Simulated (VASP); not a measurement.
# Zn (P6_3/mmc) in VASP: notebook

Zn is run at these levels: LDA, PBE; tasks: relaxation of cell and atoms.

Everything below comes from runs of VASP 6.6.1. Logs are shortened: lines on timing, memory, paths and dates and some standing lists are left out, and cuts for length are marked.

## 1. The cell of the first run

It takes space group P6_3/mmc (No. 194, hexagonal). Conventional cell: a = 2.785 Å, b = 2.785 Å, c = 4.512 Å, α = 90.00°, β = 90.00°, γ = 120.00°. Zn (site symmetry -6m2) has 12 Zn at 2.77 to 2.79 Å within 3.7 Å.

## 2. Relaxation of cell and atoms, LDA

File INCAR:

```
SYSTEM = Zn
PREC = Accurate
ENCUT = 600
EDIFF = 1E-6
ISMEAR = -1
SIGMA = 0.08
LREAL = .False.
LASPH = .True.
NELM = 60
ALGO = Normal
ISIF = 3
LWAVE = .False.
LCHARG = .False.
IBRION = 2
NSW = 60
EDIFFG = -0.005
```

File KPOINTS:

```
regular mesh
0
Gamma
  22 22 12
  0 0 0
```

File POSCAR:

```
Zn
1.0
    2.7850770257      0.0000000000      0.0000000000
   -1.3925385129      2.4119474558      0.0000000000
    0.0000000000      0.0000000000      4.5118247817
Zn
2
Direct
    0.3333333333      0.6666666667      0.2500000000
    0.6666666667      0.3333333333      0.7500000000
```

Potentials or basis: VASP PAW LDA potentials, release 64 (Zn).

Launch:

```
cat potpaw_LDA.64/Zn/POTCAR > POTCAR
mpirun -np 1 vasp_std > vasp.out
```

OUTCAR:

```text
SYSTEM = Zn
   PREC = Accurate
   ENCUT = 600
   EDIFF = 1E-6
   ISMEAR = -1
   LREAL = .False.
   LASPH = .True.
   NELM = 60
   ISIF = 3
   IBRION = 2
   NSW = 60
   EDIFFG = -0.005

 ion  position               nearest neighbor table
   1  0.333  0.667  0.250-   2 2.77   2 2.77   2 2.77   2 2.77   2 2.77   2 2.77
   2  0.667  0.333  0.750-   1 2.77   1 2.77   1 2.77   1 2.77   1 2.77   1 2.77

  LATTYP: Found a hexagonal cell.
 ALAT       =     2.7850770257
 C/A-ratio  =     1.6200000000

  Lattice vectors:

 A1 = (   2.7850770257,   0.0000000000,   0.0000000000)
 A2 = (  -1.3925385129,   2.4119474558,   0.0000000000)
 A3 = (   0.0000000000,   0.0000000000,   4.5118247817)

Analysis of symmetry for initial positions (statically):
=====================================================================
 Subroutine PRICEL returns:
 Original cell was already a primitive cell.

 Routine SETGRP: Setting up the symmetry group for a
 hexagonal supercell.

 Subroutine GETGRP returns: Found 24 space group operations
 (whereof 12 operations were pure point group operations)
 out of a pool of 24 trial point group operations.

The static configuration has the point symmetry D_3d.
 The point group associated with its full space group is D_6h.

Analysis of symmetry for dynamics (positions and initial velocities):
=====================================================================
 Subroutine PRICEL returns:
 Original cell was already a primitive cell.

 Routine SETGRP: Setting up the symmetry group for a
 hexagonal supercell.

 Subroutine GETGRP returns: Found 24 space group operations
 (whereof 12 operations were pure point group operations)
 out of a pool of 24 trial point group operations.

The dynamic configuration has the point symmetry D_3d.
 The point group associated with its full space group is D_6h.

 Subroutine INISYM returns: Found 24 space group operations
 (whereof 12 operations are pure point group operations),
 and found     1 'primitive' translations

----------------------------------------------------------------------------------------

                                     Primitive cell

  volume of cell :      30.3080

  direct lattice vectors                    reciprocal lattice vectors
     2.785077026  0.000000000  0.000000000     0.359056497  0.207301365  0.000000000
    -1.392538513  2.411947456  0.000000000     0.000000000  0.414602730  0.000000000
     0.000000000  0.000000000  4.511824782     0.000000000  0.000000000  0.221639813

  length of vectors
     2.785077026  2.785077026  4.511824782     0.414602730  0.414602730  0.221639813

  position of ions in fractional coordinates (direct lattice)
     0.333333333  0.666666667  0.250000000
     0.666666667  0.333333333  0.750000000

  ion indices of the primitive-cell ions
   primitive index   ion index
                 1           1
                 2           2

----------------------------------------------------------------------------------------

 KPOINTS: regular mesh

Automatic generation of k-mesh.
 Grid dimensions read from file:
 generate k-points for:   22   22   12

 Generating k-lattice:

  Cartesian coordinates                     Fractional coordinates (reciprocal lattice)
     0.016320750  0.009422789  0.000000000     0.045454545 -0.000000000  0.000000000
     0.000000000  0.018845579  0.000000000     0.000000000  0.045454545  0.000000000
     0.000000000  0.000000000  0.018469984     0.000000000  0.000000000  0.083333333

  Length of vectors
     0.018845579  0.018845579  0.018469984

  Shift w.r.t. Gamma in fractional coordinates (k-lattice)
     0.000000000  0.000000000  0.000000000

 Subroutine IBZKPT returns following result:
 ===========================================

 Found    364 irreducible k-points:

 Following reciprocal coordinates:
            Coordinates               Weight
  0.000000  0.000000  0.000000      1.000000
  0.045455 -0.000000  0.000000      6.000000
  0.090909 -0.000000  0.000000      6.000000
  0.136364  0.000000  0.000000      6.000000
  0.181818 -0.000000  0.000000      6.000000
  0.227273 -0.000000  0.000000      6.000000
[... 16 lines left out ...]
  0.090909  0.090909  0.000000      6.000000
  0.136364  0.090909  0.000000     12.000000
 [... further k-points ...]
   k-points           NKPTS =    364   k-points in BZ     NKDIM =    364   number of bands    NBANDS=     16
   number of dos      NEDOS =    301   number of ions     NIONS =      2
   total plane-waves  NPLWV =  20736
   dimension x,y,z NGX =    24 NGY =   24 NGZ =   36
   dimension x,y,z NGXF=    48 NGYF=   48 NGZF=   72
   ions per type =               2
   NGX,Y,Z   is equivalent  to a cutoff of  14.33, 14.33, 13.26 a.u.
   NGXF,Y,Z  is equivalent  to a cutoff of  28.65, 28.65, 26.53 a.u.
 SYSTEM =  Zn
   PREC   = accura    normal or accurate (medium, high low for compatibility)
   ISTART =      0    job   : 0-new  1-cont  2-samecut
   ICHARG =      2    charge: 1-file 2-atom 10-const
   ISPIN  =      1    spin polarized calculation?
   LNONCOLLINEAR =      F non collinear calculations
   LSORBIT =      F    spin-orbit coupling
   LASPH  =      T    aspherical Exc in radial PAW
   ENCUT  =  600.0 eV  44.10 Ry    6.64 a.u.   5.56  5.56  9.01*2*pi/ulx,y,z
   NELM   =     60;   NELMIN=  2; NELMDL= -5     # of ELM steps
   EDIFF  = 0.1E-05   stopping-criterion for ELM
   LREAL  =      F    real-space projection
   EDIFFG = -.5E-02   stopping-criterion for IOM
   NSW    =     60    number of steps for IOM
   IBRION =      2    ionic relax: 0-MD 1-quasi-New 2-CG
   NFREE  =      1    steps in history (QN), initial steepest desc. (CG)
   ISIF   =      3    stress and relaxation
   ISYM   =      2    0-nonsym 1-usesym 2-fastsym
   POTIM  = 0.5000    time-step for ionic-motion
   TEBEG  =    0.0;   TEEND  =   0.0 temperature during run
   PSTRESS=    0.0 pullay stress
   NELECT =      24.0000    total number of electrons
   NUPDOWN=      -1.0000    fix difference up-down
   EMIN   =  10.00;   EMAX   =-10.00  energy-range for DOS
   EFERMI =   0.00;   METHOD = LEGACY
   ISMEAR =    -1;   SIGMA  =   0.08  broadening in eV -4-tet -1-fermi 0-gaus
   EFERMI_NEDOS =   21; number of points for ismear=-14 and -15
   IALGO  =     38    algorithm
   IMIX   =      4    mixing-type and parameters
     AMIX     =   0.40;   BMIX     =  1.00
     AMIX_MAG =   1.60;   BMIX_MAG =  1.00
  volume/ion in A,a.u.               =      15.15       102.26
  Fermi-wavevector in a.u.,A,eV,Ry     =   1.514582  2.862145 31.211206  2.293959
  Thomas-Fermi vector in A             =   2.624220
   LORBIT       =      0    0 simple, 1 ext, 2 COOP (PROOUT), +10 PAW based schemes
   GGA     = CA    functional components
   LHFCALC =     F    Hartree Fock is set to
   AEXX    =    0.0000 exact exchange contribution
   IVDW    =     0    specifies the selected vdW correction
   LEPSILON=     F    determine dielectric tensor
   LRPA    =     F    only Hartree local field effects (RPA)
 conjugate gradient relaxation of ions
 non-spin polarized calculation
  energy-cutoff  :      600.00
  volume of cell :       30.31
 maximum number of plane-waves:      1038
 NGX is ok and might be reduce to    24
   NGX = 11   NGY = 11   NGZ = 19

--------------------------------------- Ionic step        1  -------------------------------------------

 number of electron      24.0000017 magnetization

 Free energy of the ion-electron system (eV)
  ---------------------------------------------------
  ext. energy  EPLUGINS =         0.00000000
  ---------------------------------------------------
  free energy    TOTEN  =        -3.62551288 eV

  energy without entropy =       -3.61219594  energy(sigma->0) =       -3.61885441

------------------------ aborting loop because EDIFF is reached ----------------------------------------

  FORCE on cell =-STRESS in cart. coord.  units (eV):
  Direction    XX          YY          ZZ          XY          YZ          ZX
  --------------------------------------------------------------------------------------
  -------------------------------------------------------------------------------------
  Total       -1.7733315     -1.7733315     -1.5267015      0.0000000     -0.0000000      0.0000000
  in kB      -93.7439455    -93.7439455    -80.7062996      0.0000000     -0.0000000      0.0000000
  external PRESSURE =     -89.3980636 kB  Pullay stress =       0.0000000 kB
[... 89 lines left out ...]
  FREE ENERGIE OF THE ION-ELECTRON SYSTEM (eV)
  ---------------------------------------------------
  free  energy   TOTEN  =        -3.7367609651 eV

  energy  without entropy=       -3.7260811445  energy(sigma->0) =       -3.73142105

[... ionic steps 4 to 15 ...]

--------------------------------------- Ionic step       16  -------------------------------------------

 number of electron      24.0000008 magnetization

------------------------ aborting loop because EDIFF is reached ----------------------------------------

  FORCE on cell =-STRESS in cart. coord.  units (eV):
  Direction    XX          YY          ZZ          XY          YZ          ZX
  --------------------------------------------------------------------------------------
  -------------------------------------------------------------------------------------
  Total        0.0683410      0.0683410      0.0337358     -0.0000000      0.0000000      0.0000000
  in kB        4.0291850      4.0291850      1.9889662     -0.0000000      0.0000000      0.0000000
  external PRESSURE =       3.3491120 kB  Pullay stress =       0.0000000 kB
[... 57 lines left out ...]
  energy  without entropy=       -3.7516479544  energy(sigma->0) =       -3.75572863

--------------------------------------- Ionic step       18  -------------------------------------------

 number of electron      24.0000009 magnetization

 Free energy of the ion-electron system (eV)
  ---------------------------------------------------
  ext. energy  EPLUGINS =         0.00000000
  ---------------------------------------------------
  free energy    TOTEN  =        -3.76012160 eV

  energy without entropy =       -3.75193742  energy(sigma->0) =       -3.75602951

 E-fermi :   3.7284     XC(G=0): -12.4869

 val. band max:        3.7225509059   @ k =   0.2727   0.2273   0.1667
 cond. band min:       3.7365474624   @ k =   0.3636   0.2727   0.4167
 fundamental gap:      0.0139965565
 Fermi energy:         3.7284499382

 k-point     1 :       0.0000    0.0000    0.0000
  band No.  band energies     occupation
      1      -7.5956      2.00000
      2      -5.4685      2.00000
      3      -4.6054      2.00000
      4      -4.3435      2.00000
      5      -4.3435      2.00000
      6      -4.2773      2.00000
[... 8 lines left out ...]
     15      22.2193      0.00000
     16      22.2193      0.00000
[... 420 lines left out ...]
  band No.  band energies     occupation
      1      -6.4049      2.00000
      2      -5.0169      2.00000
      3      -4.5882      2.00000
      4      -4.4102      2.00000
      5      -4.3293      2.00000
      6      -4.3030      2.00000
[... 8 lines left out ...]
     15      15.4503      0.00000
     16      19.7306      0.00000

 [... further k-points ...]
[... 5 lines left out ...]
  --------------------------------------------------------------------------------------
  -------------------------------------------------------------------------------------
  Total       -0.0043857     -0.0043857      0.0088591      0.0000000     -0.0000000      0.0000000
  in kB       -0.2579395     -0.2579395      0.5210438      0.0000000     -0.0000000      0.0000000
  external PRESSURE =       0.0017216 kB  Pullay stress =       0.0000000 kB
[... 17 lines left out ...]
  FREE ENERGIE OF THE ION-ELECTRON SYSTEM (eV)
  ---------------------------------------------------
  free  energy   TOTEN  =        -3.7601215951 eV

  energy  without entropy=       -3.7519374194  energy(sigma->0) =       -3.75602951

 reached required accuracy - stopping structural energy minimisation
```

Run time: 21 min. Hardware: 1 thread of AMD EPYC 7R13 (Zen 3), shared host; peak memory 0.28 GiB.

Results:

| Quantity | Value |
| --- | --- |
| Free energy | -3.7601 eV |
| Relaxed volume | 13.62 Å³/atom |
| Relaxed cell | a = 2.580 Å, b = 2.580 Å, c = 4.727 Å, α = 90.00°, β = 90.00°, γ = 120.00° |
| Space group after relaxing (to 0.1 Å) | P6_3/mmc (No. 194) |
| Energy gained by relaxing | 67.3 meV/atom |
| Ionic steps | 18 |
| Pressure after relaxing | 0.0 GPa |
| Band gap on the k mesh | zero (bands 12 and 13 overlap by 4.57 eV) |

Step by step:
| step | energy change (eV) | largest force (eV/Å) | pressure (GPa) | volume (Å³) |
| --- | --- | --- | --- | --- |
| 1 | 0.0000 | 0.0000 | -8.94 | 30.31 |
| 2 | -0.1112 | 0.0000 | 0.40 | 26.75 |
| 3 | -0.1112 | 0.0000 | 0.06 | 26.84 |
| 4 | -0.1112 | 0.0000 | -0.20 | 26.90 |
| 5 | -0.1123 | 0.0000 | -0.23 | 26.90 |
| 6 | -0.1156 | 0.0000 | 0.03 | 26.89 |
| 7 | -0.1224 | 0.0000 | 0.56 | 26.85 |
| 8 | -0.1283 | 0.0000 | 2.81 | 26.69 |
| 9 | -0.1311 | 0.0000 | 1.33 | 26.78 |
| 10 | -0.1317 | 0.0000 | 2.02 | 26.74 |
| 11 | -0.1319 | 0.0000 | 1.78 | 26.75 |
| 12 | -0.1324 | 0.0000 | 1.73 | 26.81 |
| 13 | -0.1332 | 0.0000 | 1.22 | 26.98 |
| 14 | -0.1337 | 0.0000 | 0.85 | 27.04 |
| 15 | -0.1341 | 0.0000 | 0.65 | 27.08 |
| 16 | -0.1345 | 0.0000 | 0.33 | 27.18 |
| 17 | -0.1343 | 0.0000 | -0.52 | 27.36 |
| 18 | -0.1346 | 0.0000 | 0.00 | 27.24 |

Final structure:
```cif
data_structure
_symmetry_space_group_name_H-M 'P 1'
_symmetry_Int_Tables_number 1
_cell_length_a 2.5796
_cell_length_b 2.5796
_cell_length_c 4.7272
_cell_angle_alpha 90.000
_cell_angle_beta 90.000
_cell_angle_gamma 120.000
_cell_volume 27.24
loop_
_atom_site_label
_atom_site_type_symbol
_atom_site_fract_x
_atom_site_fract_y
_atom_site_fract_z
_atom_site_occupancy
Zn1 Zn 0.33333 0.66667 0.25000 1
Zn2 Zn 0.66667 0.33333 0.75000 1
```

## 3. Relaxation of cell and atoms, PBE

File INCAR:

```
  PREC = Accurate
  ENCUT = 600
  EDIFF = 1E-6
  ISMEAR = -1
  SIGMA = 0.08
  LREAL = F
  LASPH = T
  NELM = 60
  ALGO = Normal
  ISIF = 3
  LWAVE = F
  LCHARG = F
  GGA = PE
  IBRION = 2
  NSW = 60
  EDIFFG = -0.005
```

File KPOINTS:

```
regular mesh
0
Gamma
  18 18 10
```

POSCAR is that of step 2.

Potentials or basis: VASP PAW PBE potentials, release 64 (Zn).

Launch:

```
cat potpaw_PBE.64/Zn/POTCAR > POTCAR
mpirun -np 1 vasp_std > vasp.out
```

Run time: 8.4 min. Hardware: 1 thread of Intel Xeon 6975P-C (Granite Rapids), shared host; peak memory 0.25 GiB.

It converged, with:

| Property | Result |
| --- | --- |
| Free energy | -2.2254 eV |
| Relaxed volume | 15.39 Å³/atom |
| Relaxed cell | a = 2.640 Å, b = 2.640 Å, c = 5.100 Å, α = 90.00°, β = 90.00°, γ = 120.00° |
| Space group after relaxing (to 0.1 Å) | P6_3/mmc (No. 194) |
| Energy gained by relaxing | 17.1 meV/atom |
| Ionic steps | 25 |
| Pressure after relaxing | 0.0 GPa |
| Band gap on the k mesh | zero (bands 12 and 13 overlap by 5.24 eV) |

The path:
| step | energy change (eV) | largest force (eV/Å) | pressure (GPa) | volume (Å³) |
| --- | --- | --- | --- | --- |
| 1 | 0.0000 | 0.0000 | -0.77 | 30.31 |
| 2 | -0.0013 | 0.0000 | -0.14 | 29.99 |
| 3 | -0.0014 | 0.0000 | 0.35 | 29.84 |
| 4 | -0.0014 | 0.0000 | 0.18 | 29.88 |
| 5 | -0.0020 | 0.0000 | 0.15 | 29.88 |
| 6 | -0.0040 | 0.0000 | 0.28 | 29.85 |
| 7 | -0.0084 | 0.0000 | 0.55 | 29.80 |
| 8 | -0.0179 | 0.0000 | 1.65 | 29.62 |
| 9 | 0.0345 | 0.0000 | 7.29 | 29.07 |
| 10 | -0.0220 | 0.0000 | 2.23 | 29.55 |
| 11 | -0.0145 | 0.0000 | 4.23 | 29.34 |
| 12 | -0.0231 | 0.0000 | 2.71 | 29.49 |
| 13 | -0.0229 | 0.0000 | 2.96 | 29.47 |
| 14 | -0.0229 | 0.0000 | 2.87 | 29.47 |
| 15 | -0.0231 | 0.0000 | 2.73 | 29.49 |
| 16 | -0.0233 | 0.0000 | 3.11 | 29.51 |
| 17 | -0.0236 | 0.0000 | 3.08 | 29.53 |
| 18 | -0.0245 | 0.0000 | 2.93 | 29.58 |
| 19 | -0.0262 | 0.0000 | 2.60 | 29.68 |
| 20 | -0.0290 | 0.0000 | 2.12 | 29.88 |
| 21 | -0.0328 | 0.0000 | 1.10 | 30.29 |
| 22 | -0.0333 | 0.0000 | -0.81 | 31.13 |
| 23 | -0.0342 | 0.0000 | 0.07 | 30.76 |
| 24 | -0.0342 | 0.0000 | -0.07 | 30.79 |
| 25 | -0.0342 | 0.0000 | -0.01 | 30.79 |

Final structure:
```
CELL_PARAMETERS angstrom
2.64023 0.00000 0.00000
-1.32011 2.28651 0.00000
0.00000 0.00000 5.09985
ATOMIC_POSITIONS crystal
Zn 0.33333 0.66667 0.25000
Zn 0.66667 0.33333 0.75000
```

Levels at points of the mesh, in eV from the Fermi level:
| k point | band 9 | band 10 | band 11 | band 12 | band 13 | band 14 | band 15 | band 16 |
| --- | --- | --- | --- | --- | --- | --- | --- | --- |
| (0.00, 0.00, 0.00) | -7.23 | -7.06 | -7.06 | -3.70 | -3.46 | 12.26 | 16.07 | 18.13 |
| (0.50, 0.00, 0.00) | -6.85 | -6.83 | -2.64 | -1.93 | 2.39 | 3.59 | 3.85 | 5.67 |
| (0.00, 0.00, 0.50) | -7.13 | -7.13 | -7.13 | -7.13 | 3.86 | 3.86 | 19.31 | 19.31 |
| (0.50, 0.00, 0.50) | -6.84 | -6.84 | -1.73 | -1.73 | 0.28 | 0.28 | 9.60 | 9.60 |

The gap in the log of VASP goes by the Fermi energy; the results here count the filled bands.